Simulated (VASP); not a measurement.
Input of a VASP 6.6.1 run:

File INCAR:

```
SYSTEM = SnSe2
PREC = Accurate
ENCUT = 520
EDIFF = 1E-6
ISMEAR = -1
SIGMA = 0.02
LREAL = .False.
LASPH = .True.
NELM = 100
ALGO = Normal
ISIF = 2
LWAVE = .False.
LCHARG = .False.
GGA = PE
NBANDS = 20
```

The input KPOINTS:

```
regular mesh
0
Gamma
  13 13 7
  0 0 0
```

Contents of POSCAR:

```
SnSe2
1.0
    3.8857444662      0.0000000000      0.0000000000
   -1.9428722331      3.3651534204      0.0000000000
    0.0000000000      0.0000000000      6.2563442784
Sn Se
1 2
Direct
    0.0000000000      0.0000000000      0.0000000000
    0.3333333333      0.6666666667      0.2532989768
    0.6666666667      0.3333333333      0.7467010232
```

Potentials or basis: VASP PAW PBE potentials, release 64 (Sn_d, Se).

The run is started by

```bash
$ cat potpaw_PBE.64/Sn_d/POTCAR potpaw_PBE.64/Se/POTCAR > POTCAR
$ mpirun -np 1 vasp_std > vasp.out
```

(1) What does it give for the pressure?

(2) Predict the band gap on the k mesh.

(3) Estimate the largest force.

Results:

(1) 0.5 GPa.

(2) 0.58 eV (least direct gap 0.87 eV).

(3) 0.018 eV/Å.

Caveat: spin-orbit coupling is left out, which moves the levels of the heavy elements; an odd mesh through Γ misses points on the zone boundary, where band edges can lie; this functional lacks dispersion, which binds the layers, so the pressure and a relaxed spacing across them are unreliable.
